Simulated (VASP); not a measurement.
Write the native input for VASP 6.6.1 that does the following.

```yaml
Task: single point
Functional: LDA
Potentials_or_basis: VASP PAW LDA potentials, release 64 (Sb)
Cutoff: 520 eV
k_mesh: 6 × 6 × 6
Occupations: fermi-dirac, width 0.05 eV
Spin: non-collinear spin, zero start, spin-orbit coupling
Starting_moments: "[[0.0, 0.0, 0.0], [0.0, 0.0, 0.0]] μB"
Dipole_correction: no
Further_INCAR_settings: ALGO = Normal; EDIFF = 1e-06; NBANDS = 22
```

The structure of Sb lies in POSCAR:

```
Sb
1.0
    2.1542000000      1.2437279499      3.7580000000
   -2.1542000000      1.2437279499      3.7580000000
    0.0000000000     -2.4874558998      3.7580000000
Sb
2
Direct
    0.7665100000      0.7665100000      0.7665100000
    0.2334900000      0.2334900000      0.2334900000
```

One way to write it, as run:

INCAR

```
SYSTEM = Sb
ALGO     = Normal         ! electronic algorithm
EDIFF    = 1E-6           ! SCF threshold, eV
ENCUT    = 520            ! plane-wave cutoff, eV
GGA      = CA             ! functional
GGA_COMPAT= .FALSE.      
ISIF     = 2              ! what is computed and relaxed
ISMEAR   = -1             ! smearing method
LASPH    = .TRUE.         ! aspherical terms in the spheres
LCHARG   = .TRUE.         ! write CHGCAR
LORBIT   = 11             ! projections on sites
LORBMOM  = .TRUE.       
LREAL    = .FALSE.        ! projectors in reciprocal space
LSORBIT  = .TRUE.         ! spin-orbit coupling
LVHAR    = .TRUE.       
LWAVE    = .FALSE.        ! write WAVECAR
MAGMOM   = 0 0 0 0 0 0    ! initial moments
NBANDS   = 22             ! bands
NELM     = 150            ! most SCF steps
PREC     = Accurate       ! precision mode
SIGMA    = 0.05           ! smearing width, eV
```

KPOINTS

```
k-points
0
G
  6 6 6
  0 0 0
```

Potentials or basis: VASP PAW LDA potentials, release 64 (Sb).

Run with:

```bash
$ cat potpaw_LDA.64/Sb/POTCAR > POTCAR
$ mpirun -np 1 vasp_ncl > vasp.out
```

It gave:

```json
{
  "Pressure": "-0.8 GPa",
  "Largest force": "0.005 eV/Å",
  "Net moment": "0.00 μB per cell",
  "Valence electrons inside the program's atomic spheres": "Sb 2.42"
}
```

Run time: 84 s on 1 thread of Intel Xeon 6975P-C, on a shared host, peak memory 0.31 GiB.
